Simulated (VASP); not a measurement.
# Au (Fd-3m) in VASP: a series of runs, part 2 of 3

VASP 6.6.1. The steps go on from the part before.

## 3. Single point, r2SCAN

This run uses another cell than the first one, of 28.15 Å³/atom.

POSCAR reads:

```
Au
1.0
    0.0000000000      3.0419922175      3.0419922175
    3.0419922175      0.0000000000      3.0419922175
    3.0419922175      3.0419922175      0.0000000000
Au
2
Direct
    0.5000000000      0.5000000000      0.5000000000
    0.7500000000      0.7500000000      0.7500000000
```

INCAR.step1 reads:

```
PREC     = Accurate       # precision mode
ENCUT    = 520            # plane-wave cutoff, eV
ISMEAR   = 0              # smearing method
SIGMA    = 0.1            # smearing width, eV
LREAL    = F              # projectors in reciprocal space
LASPH    = T              # aspherical terms in the spheres
NELM     = 100            # most SCF steps
NBANDS   = 18             # bands
GGA      = PE             # functional
ALGO     = Normal         # electronic algorithm
EDIFF    = 1E-4           # SCF threshold, eV
LWAVE    = T              # write WAVECAR
LCHARG   = F              # write CHGCAR
```

INCAR.step2 reads:

```
PREC     = Accurate       # precision mode
ENCUT    = 520            # plane-wave cutoff, eV
EDIFF    = 1E-6           # SCF threshold, eV
ISMEAR   = 0              # smearing method
SIGMA    = 0.1            # smearing width, eV
LREAL    = F              # projectors in reciprocal space
LASPH    = T              # aspherical terms in the spheres
NELM     = 100            # most SCF steps
ALGO     = Normal         # electronic algorithm
ISIF     = 2              # what is computed and relaxed
LWAVE    = F              # write WAVECAR
LCHARG   = F              # write CHGCAR
METAGGA  = R2SCAN         # meta-GGA
LMIXTAU  = T            
NBANDS   = 18             # bands
ISTART   = 1
```

KPOINTS reads:

```
Automatic mesh
0
Gamma
  6 6 6
```

Potentials or basis: VASP PAW PBE potentials, release 64 (Au).

Started as:

```console
> cat potpaw_PBE.64/Au/POTCAR > POTCAR
> cp INCAR.step1 INCAR
> mpirun -np 1 vasp_std > vasp.out
> cp INCAR.step2 INCAR
> mpirun -np 1 vasp_std > vasp.out
```

OUTCAR:

```text
PREC = Accurate
   ENCUT = 520
   EDIFF = 1E-6
   ISMEAR = 0
   LREAL = F
   LASPH = T
   NELM = 100
   ISIF = 2
   METAGGA = R2SCAN
   ISTART = 1

 ion  position               nearest neighbor table
   1  0.500  0.500  0.500-   2 2.63   2 2.63   2 2.63   2 2.63
   2  0.750  0.750  0.750-   1 2.63   1 2.63   1 2.63   1 2.63

  LATTYP: Found a face centered cubic cell.
 ALAT       =     6.0839844350

  Lattice vectors:

 A1 = (   0.0000000000,   3.0419922175,   3.0419922175)
 A2 = (   3.0419922175,   0.0000000000,   3.0419922175)
 A3 = (   3.0419922175,   3.0419922175,   0.0000000000)

Analysis of symmetry for initial positions (statically):
=====================================================================
 Subroutine PRICEL returns:
 Original cell was already a primitive cell.

 Routine SETGRP: Setting up the symmetry group for a
 face centered cubic supercell.

 Subroutine GETGRP returns: Found 48 space group operations
 (whereof 24 operations were pure point group operations)
 out of a pool of 48 trial point group operations.

The static configuration has the point symmetry T_d .
 The point group associated with its full space group is O_h .

Analysis of symmetry for dynamics (positions and initial velocities):
=====================================================================
 Subroutine PRICEL returns:
 Original cell was already a primitive cell.

 Routine SETGRP: Setting up the symmetry group for a
 face centered cubic supercell.

 Subroutine GETGRP returns: Found 48 space group operations
 (whereof 24 operations were pure point group operations)
 out of a pool of 48 trial point group operations.

The dynamic configuration has the point symmetry T_d .
 The point group associated with its full space group is O_h .

 Subroutine INISYM returns: Found 48 space group operations
 (whereof 24 operations are pure point group operations),
 and found     1 'primitive' translations

----------------------------------------------------------------------------------------

                                     Primitive cell

  volume of cell :      56.2995

  direct lattice vectors                    reciprocal lattice vectors
     0.000000000  3.041992217  3.041992217    -0.164365969  0.164365969  0.164365969
     3.041992217  0.000000000  3.041992217     0.164365969 -0.164365969  0.164365969
     3.041992217  3.041992217  0.000000000     0.164365969  0.164365969 -0.164365969

  length of vectors
     4.302026651  4.302026651  4.302026651     0.284690210  0.284690210  0.284690210

  position of ions in fractional coordinates (direct lattice)
     0.500000000  0.500000000  0.500000000
     0.750000000  0.750000000  0.750000000

  ion indices of the primitive-cell ions
   primitive index   ion index
                 1           1
                 2           2

----------------------------------------------------------------------------------------

 KPOINTS: Automatic mesh

Automatic generation of k-mesh.
 Grid dimensions read from file:
 generate k-points for:    6    6    6

 Generating k-lattice:

  Cartesian coordinates                     Fractional coordinates (reciprocal lattice)
    -0.027394328  0.027394328  0.027394328     0.166666667  0.000000000  0.000000000
     0.027394328 -0.027394328  0.027394328     0.000000000  0.166666667  0.000000000
     0.027394328  0.027394328 -0.027394328     0.000000000  0.000000000  0.166666667

  Length of vectors
     0.047448368  0.047448368  0.047448368

  Shift w.r.t. Gamma in fractional coordinates (k-lattice)
     0.000000000  0.000000000  0.000000000

 Subroutine IBZKPT returns following result:
 ===========================================

 Found     16 irreducible k-points:

 Following reciprocal coordinates:
            Coordinates               Weight
  0.000000  0.000000  0.000000      1.000000
  0.166667  0.000000  0.000000      8.000000
  0.333333  0.000000  0.000000      8.000000
  0.500000  0.000000  0.000000      4.000000
  0.166667  0.166667  0.000000      6.000000
  0.333333  0.166667  0.000000     24.000000
[... 8 lines left out ...]
 -0.333333  0.333333  0.166667     24.000000
 -0.333333  0.500000  0.166667     12.000000
   k-points           NKPTS =     16   k-points in BZ     NKDIM =     16   number of bands    NBANDS=     18
   number of dos      NEDOS =    301   number of ions     NIONS =      2
   total plane-waves  NPLWV =  32768
   dimension x,y,z NGX =    32 NGY =   32 NGZ =   32
   dimension x,y,z NGXF=    64 NGYF=   64 NGZF=   64
   ions per type =               2
   NGX,Y,Z   is equivalent  to a cutoff of  12.37, 12.37, 12.37 a.u.
   NGXF,Y,Z  is equivalent  to a cutoff of  24.73, 24.73, 24.73 a.u.
 SYSTEM =  unknown system
   PREC   = accura    normal or accurate (medium, high low for compatibility)
   ISTART =      1    job   : 0-new  1-cont  2-samecut
   ICHARG =      0    charge: 1-file 2-atom 10-const
   ISPIN  =      1    spin polarized calculation?
   LNONCOLLINEAR =      F non collinear calculations
   LSORBIT =      F    spin-orbit coupling
   LASPH  =      T    aspherical Exc in radial PAW
   ENCUT  =  520.0 eV  38.22 Ry    6.18 a.u.   8.00  8.00  8.00*2*pi/ulx,y,z
   NELM   =    100;   NELMIN=  2; NELMDL=  0     # of ELM steps
   EDIFF  = 0.1E-05   stopping-criterion for ELM
   LREAL  =      F    real-space projection
   EDIFFG = 0.1E-04   stopping-criterion for IOM
   NSW    =      0    number of steps for IOM
   IBRION =     -1    ionic relax: 0-MD 1-quasi-New 2-CG
   NFREE  =      0    steps in history (QN), initial steepest desc. (CG)
   ISIF   =      2    stress and relaxation
   ISYM   =      2    0-nonsym 1-usesym 2-fastsym
   POTIM  = 0.5000    time-step for ionic-motion
   TEBEG  =    0.0;   TEEND  =   0.0 temperature during run
   PSTRESS=    0.0 pullay stress
   NELECT =      22.0000    total number of electrons
   NUPDOWN=      -1.0000    fix difference up-down
   EMIN   =  10.00;   EMAX   =-10.00  energy-range for DOS
   EFERMI =   0.00;   METHOD = LEGACY
   ISMEAR =     0;   SIGMA  =   0.10  broadening in eV -4-tet -1-fermi 0-gaus
   EFERMI_NEDOS =   21; number of points for ismear=-14 and -15
   IALGO  =     38    algorithm
   IMIX   =      4    mixing-type and parameters
     AMIX     =   0.40;   BMIX     =  1.00
     AMIX_MAG =   1.60;   BMIX_MAG =  1.00
  volume/ion in A,a.u.               =      28.15       189.96
  Fermi-wavevector in a.u.,A,eV,Ry     =   1.196872  2.261760 19.490374  1.432502
  Thomas-Fermi vector in A             =   2.332801
   LORBIT       =      0    0 simple, 1 ext, 2 COOP (PROOUT), +10 PAW based schemes
   METAGGA = R2SCAN    functional components
   LHFCALC =     F    Hartree Fock is set to
   AEXX    =    0.0000 exact exchange contribution
   IVDW    =     0    specifies the selected vdW correction
   LEPSILON=     F    determine dielectric tensor
   LRPA    =     F    only Hartree local field effects (RPA)
 non-spin polarized calculation
 Gauss-broadening in eV      SIGMA  =   0.10
  energy-cutoff  :      520.00
  volume of cell :       56.30
 maximum number of plane-waves:      1527
   NGX = 15   NGY = 15   NGZ = 15

 number of electron      22.0000003 magnetization

 Free energy of the ion-electron system (eV)
  ---------------------------------------------------
  ext. energy  EPLUGINS =         0.00000000
  ---------------------------------------------------
  free energy    TOTEN  =       -99.58881800 eV

  energy without entropy =      -99.57943861  energy(sigma->0) =      -99.58412831

 E-fermi :   3.2111     XC(G=0): -10.1396

 val. band max:        2.6645023544   @ k =  -0.3333   0.3333   0.1667
 cond. band min:       3.2399500202   @ k =   0.5000   0.5000   0.0000
 fundamental gap:      0.5754476657
 Fermi energy:         3.2110890513

 k-point     1 :       0.0000    0.0000    0.0000
  band No.  band energies     occupation
      1      -3.3087      2.00000
      2      -1.4584      2.00000
      3      -1.4584      2.00000
      4      -1.4386      2.00000
      5      -1.4386      2.00000
      6      -1.4386      2.00000
[... 10 lines left out ...]
     17      14.1124      0.00000
     18      14.1124      0.00000
[... 295 lines left out ...]
 k-point    16 :      -0.3333    0.5000    0.1667
  band No.  band energies     occupation
      1      -1.8745      2.00000
      2      -1.8745      2.00000
      3      -1.4479      2.00000
      4      -1.4479      2.00000
      5      -0.4039      2.00000
      6      -0.4039      2.00000
[... 10 lines left out ...]
     17      17.2530      0.00000
     18      17.2530      0.00000

------------------------ aborting loop because EDIFF is reached ----------------------------------------

  FORCE on cell =-STRESS in cart. coord.  units (eV):
  Direction    XX          YY          ZZ          XY          YZ          ZX
  --------------------------------------------------------------------------------------
  -------------------------------------------------------------------------------------
  Total        0.0385391      0.0385391      0.0385391     -0.0000000     -0.0000000     -0.0000000
  in kB        1.0967503      1.0967503      1.0967503     -0.0000000     -0.0000000     -0.0000000
  external PRESSURE =       1.0967503 kB  Pullay stress =       0.0000000 kB

 VOLUME and BASIS-vectors are now :
 -----------------------------------------------------------------------------
  energy-cutoff  :      520.00
  volume of cell :       56.30
      direct lattice vectors                 reciprocal lattice vectors
     0.000000000  3.041992217  3.041992217    -0.164365969  0.164365969  0.164365969
     3.041992217  0.000000000  3.041992217     0.164365969 -0.164365969  0.164365969
     3.041992217  3.041992217  0.000000000     0.164365969  0.164365969 -0.164365969

 POSITION                                       TOTAL-FORCE (eV/Angst)
 -----------------------------------------------------------------------------------
      3.04199      3.04199      3.04199         0.000000      0.000000      0.000000
      4.56299      4.56299      4.56299        -0.000000     -0.000000     -0.000000
 -----------------------------------------------------------------------------------
    total drift:                               -0.000000     -0.000000      0.000000

  FREE ENERGIE OF THE ION-ELECTRON SYSTEM (eV)
  ---------------------------------------------------
  free  energy   TOTEN  =       -99.5888179994 eV

  energy  without entropy=      -99.5794386126  energy(sigma->0) =      -99.58412831
```

It took 44 s on 1 thread of Intel Xeon Platinum 8259CL at 2.50GHz (Skylake/Cascade Lake), shared host; peak memory 0.18 GiB.

What came out:

```
Free energy            : -99.5888 eV
Pressure               : 0.1 GPa
Band gap on the k mesh : zero (bands 11 and 12 overlap by 0.69 eV)
```

Caveat: the PAW data sets were made with another functional, which shifts forces and pressure a little; spin-orbit coupling is left out, which moves the levels of the heavy elements.

(Continued in part 3 of 3.)
